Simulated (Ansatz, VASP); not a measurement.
**CoH in VASP and in Ansatz**

Contents of INCAR:

```
PREC = Accurate
ENCUT = 520
EDIFF = 1E-7
ISMEAR = -1
SIGMA = 0.1
LREAL = F
LASPH = T
NELM = 150
ALGO = Normal
ISIF = 2
LWAVE = F
LCHARG = T
ISPIN = 2
MAGMOM = 2.5 0
LORBIT = 11
LMAXMIX = 4
GGA = PS
LELF = T
LVHAR = T
NBANDS = 16
```

KPOINTS

```
Automatic mesh
0
Gamma
  13 13 13
```

File POSCAR:

```
CoH
1.0
    0.0000000000      1.8791076864      1.8791076864
    1.8791076864      0.0000000000      1.8791076864
    1.8791076864      1.8791076864      0.0000000000
Co H
1 1
Direct
    0.0000000000      0.0000000000      0.0000000000
    0.5000000000      0.5000000000      0.5000000000
```

Input for Ansatz:

```yaml
crystal:
  lattice:
    - [0.0, 1.8791076864368925, 1.8791076864368925]
    - [1.8791076864368925, 0.0, 1.8791076864368925]
    - [1.8791076864368925, 1.8791076864368925, 0.0]
  atoms:
    - { symbol: Co, position: [0.0, 0.0, 0.0], spin: 2.5 }
    - { symbol: H, position: [0.5, 0.5, 0.5] }
basis:
  ecutwfc: 476.19925930478996
  xc_grid: 2
kpoints:
  mp_grid:
    grid: [13, 13, 13]
hamiltonian:
  xc: pbesol
magnetization:
  spin_polarized: true
scf:
  self_checks: high
  convergence:
    dr2_threshold: 1.0e-07
  occupations:
    method: fermi_dirac
    width: 0.1
output:
  stress: true
```

Alike in both runs: task single point; functional PBEsol; k mesh 13 × 13 × 13; occupations fermi-dirac, width 0.1 eV; collinear spin.

|  | VASP | Ansatz |
| --- | --- | --- |
| version | VASP 6.6.1 | Ansatz 0.2.0 |
| potentials or method | VASP PAW PBE potentials, release 64 (Co, H), cutoff 520 eV | plane waves, PAW |
| valence electrons in the cell | 10 | 18 |

|  | VASP | Ansatz | Ansatz less VASP |
| --- | --- | --- | --- |
| gap on the k mesh at the Fermi level (eV) | none | none | - |
| pressure (GPa) | -17.0 | -16.8 | +0.28 |
| net moment per atom (μB) | 0.61 | 0.62 | +0.006 |
| size of the moment on the site where the two differ most (μB) | 1.26 | 1.22 | -0.033 |

VASP's potentials were made for PBE, not for PBEsol. Site moments also hang on the region over which each program counts them. A gap of «none» marks a metal or a gap that the smearing closes. VASP's potentials hold 10 valence electrons a cell and Ansatz's 18, so a difference there can come from the potentials and not from the codes. Ansatz's warnings: stress scf threshold loose.
